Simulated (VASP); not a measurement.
LiF, 2 atoms in the cell. It takes space group I4/mmm (No. 139, tetragonal). The conventional cell has a = 2.777 Å, b = 2.777 Å, c = 3.827 Å, α = 90.00°, β = 90.00°, γ = 90.00°. Within 2.5 Å of Li (site symmetry 4/mmm) lie 6 F at 1.91 to 1.96 Å. Within 2.5 Å of F (site symmetry 4/mmm) lie 6 Li at 1.91 to 1.96 Å.  This cell differs from its parent crystal: strain -0.025 along x and y, -0.050 along z.

| Item | Value |
| --- | --- |
| Program | VASP 6.6.1 |
| Task | single point |
| Functional | PBE |
| Potentials or basis | VASP PAW PBE potentials, release 64 (Li_sv, F) |
| Cutoff | 520 eV |
| k mesh | 10 × 10 × 10 |
| Occupations | gaussian, width 0.05 eV |
| Spin | no spin polarisation |
| Dipole correction | no |
| Further INCAR settings | ALGO = Normal; EDIFF = 1e-06; NBANDS = 12 |

Potentials or basis: VASP PAW PBE potentials, release 64 (Li_sv, F).

Run with:

```sh
$ cat potpaw_PBE.64/Li_sv/POTCAR potpaw_PBE.64/F/POTCAR > POTCAR
$ mpirun -np 1 vasp_std > vasp.out
```

Hardware: 1 thread of Intel Xeon 6975P-C, with other jobs on the host.

Question: How long does it take, and how much memory?

Answer: Wall time 26 s on 1 thread of Intel Xeon 6975P-C, on a shared host, peak memory 0.13 GiB. Counts: scf iterations 13, k points 102.
